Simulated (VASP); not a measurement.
Crystal: Ti2Ru.

```xyz
3
Lattice="2.9432 0.0000 0.0000 -1.4716 2.5489 0.0000 0.0000 0.0000 6.5565" Properties=species:S:1:pos:R:3 pbc="T T T"
Ti    1.4716    0.8496    4.6096
Ti    1.4716    0.8496    1.9468
Ru    0.0000    1.6993    0.0000
```

The cell was generated, and may not be a known phase.

- Program: VASP 6.6.1
- Task: relaxation of cell and atoms
- Functional: PBE
- Potentials or basis: VASP PAW PBE potentials, release 64 (Ti_sv, Ru_pv)
- Cutoff: 500 eV
- k mesh: 18 × 18 × 8
- Occupations: gaussian, width 0.1 eV
- Spin: no spin polarisation

At the start: pressure 0.0 GPa; volume 16.40 Å³/atom.

**Question.** How do energy, volume and symmetry change on relaxing?

**Answer.** Over 12 steps the energy falls by 5.3 meV/atom and the volume is 16.15 Å³/atom (-1.5 %); space group P-6m2 (No. 187, to 0.1 Å) before and after.

Step by step:
```
step  energy change (eV)  largest force (eV/Å)  pressure (GPa)  volume (Å³)
   1              0.0000                0.1505            0.03        49.19
   2             -0.0072                0.1050           -0.67        49.21
   3             -0.0111                0.0231           -1.80        49.24
   4             -0.0138                0.0443           -0.90        48.84
   5             -0.0141                0.0506           -0.53        48.68
   6             -0.0150                0.0587           -0.26        48.60
   7             -0.0155                0.0713            0.22        48.47
   8             -0.0158                0.0423           -0.01        48.52
   9             -0.0158                0.0243           -0.14        48.54
  10             -0.0159                0.0194           -0.06        48.50
  11             -0.0159                0.0104            0.08        48.43
  12             -0.0160                0.0032           -0.02        48.44
```

Final structure:
```xyz
3
Lattice="2.8944 0.0000 0.0000 -1.4472 2.5066 0.0000 0.0000 0.0000 6.6773" Properties=species:S:1:pos:R:3 pbc="T T T"
Ti    1.4472    0.8355    4.6613
Ti    1.4472    0.8355    2.0160
Ru    0.0000    1.6711    0.0000
```
